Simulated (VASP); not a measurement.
NdHf:

```
Nd Hf
1.0
     3.37712    0.00000    0.00000
    -1.68856    2.92468    0.00000
     0.00000    0.00000    5.56428
Nd Hf
1 1
Cartesian
  0.0000 0.0000 4.6682
  0.0000 0.0000 1.7645
```

The cell was generated, and may not be a known phase.

| Quantity | Value |
| --- | --- |
| Program | VASP 6.6.1 |
| Task | relaxation of cell and atoms |
| Functional | PBE |
| Potentials or basis | VASP PAW PBE potentials, release 64 (Nd_3, Hf_pv), 4f in core |
| Cutoff | 500 eV |
| k mesh | 7 × 7 × 4 |
| Occupations | gaussian, width 0.2 eV |
| Spin | no spin polarisation |

At the start: pressure 3.4 GPa; volume 27.48 Å³/atom.

Problem. How do energy, volume and symmetry change on relaxing?

Solution. Over 7 steps the energy falls by 314.8 meV/atom and the volume is 27.69 Å³/atom (+0.8 %); space group P6mm (No. 183, to 0.1 Å) before, P6/mmm (No. 191, to 0.1 Å).

The path:
| step | energy change (eV) | largest force (eV/Å) | pressure (GPa) | volume (Å³) |
| --- | --- | --- | --- | --- |
| 1 | 0.0000 | 1.4968 | 3.43 | 54.96 |
| 2 | -0.5908 | 0.1039 | -2.87 | 58.87 |
| 3 | -0.5973 | 0.0108 | -2.92 | 58.31 |
| 4 | -0.5983 | 0.0300 | -2.94 | 58.41 |
| 5 | -0.6170 | 0.0549 | 1.47 | 54.34 |
| 6 | -0.6273 | 0.0455 | -0.33 | 55.79 |
| 7 | -0.6296 | 0.0284 | -0.06 | 55.38 |

Final structure:
```
Nd Hf
1.0
     3.17709    0.00000    0.00000
    -1.58854    2.75144    0.00000
     0.00000    0.00000    6.33574
Nd Hf
1 1
Direct
  0.00000 0.00000 0.82760
  0.00000 0.00000 0.32848
```
